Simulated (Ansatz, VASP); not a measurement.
**Two plane-wave programs on AlN**

Contents of INCAR:

```
PREC = Accurate
ENCUT = 520
EDIFF = 1E-7
ISMEAR = 0
SIGMA = 0.05
LREAL = False
LASPH = True
NELM = 100
ALGO = Normal
ISIF = 2
LWAVE = False
LCHARG = False
GGA = PE
NBANDS = 16
```

The input KPOINTS:

```
regular mesh
0
Gamma
  12 12 6
```

Contents of POSCAR:

```
AlN
1.0
    3.1302395627      0.0000000000      0.0000000000
   -1.5651197814      2.7108669813      0.0000000000
    0.0000000000      0.0000000000      5.0179796546
Al N
2 2
Direct
    0.1895743683      0.6666666667      0.0914062433
    0.6666666667      0.3333333333      0.5017287175
    0.3333333333      0.6666666667      0.3832712825
    0.6666666667      0.3333333333      0.8832712825
```

Input for Ansatz:

```yaml
crystal:
  lattice:
    - [3.1302395627, 0.0, 0.0]
    - [-1.5651197814, 2.7108669813, 0.0]
    - [0.0, 0.0, 5.0179796546]
  atoms:
    - { symbol: Al, position: [0.1895743683, 0.6666666667, 0.0914062433] }
    - { symbol: Al, position: [0.6666666667, 0.3333333333, 0.5017287175] }
    - { symbol: "N", position: [0.3333333333, 0.6666666667, 0.3832712825] }
    - { symbol: "N", position: [0.6666666667, 0.3333333333, 0.8832712825] }
basis:
  ecutwfc: 420
kpoints:
  mp_grid: { grid: [12, 12, 6] }
hamiltonian:
  xc: pbe
scf:
  occupations: { method: gaussian, width: 0.05 }
output:
  forces: true
  stress: true
  eigenvalues: true
```

Alike in both runs: task single point; functional PBE; k mesh 12 × 12 × 6; occupations gaussian, width 0.05 eV; no spin polarisation.

|  | VASP | Ansatz |
| --- | --- | --- |
| version | VASP 6.6.1 | Ansatz 0.2.0 |
| potentials or method | VASP PAW PBE potentials, release 64 (Al, N), cutoff 520 eV | scalar-relativistic, plane waves, PAW |
| valence electrons in the cell | 16 | 16 |

Ansatz gave:

| Property | Result |
| --- | --- |
| gap on the k mesh at the Fermi level (eV) | 0.59 |
| least direct gap on the mesh (eV) | 0.59 |
| pressure (GPa) | 22.6 |
| traceless stress, the component that is largest in VASP (GPa) | 30.38 |
| rms of the force components (eV/Å) | 5.743 |

Problem. What did VASP give for the same quantities?

Solution. gap on the k mesh at the Fermi level (eV): 0.60; least direct gap on the mesh (eV): 0.61; pressure (GPa): 22.6; traceless stress, the component that is largest in VASP (GPa): 30.82; rms of the force components (eV/Å): 5.772.

Atom by atom the forces differ by 0.034 eV/Å (rms over components).
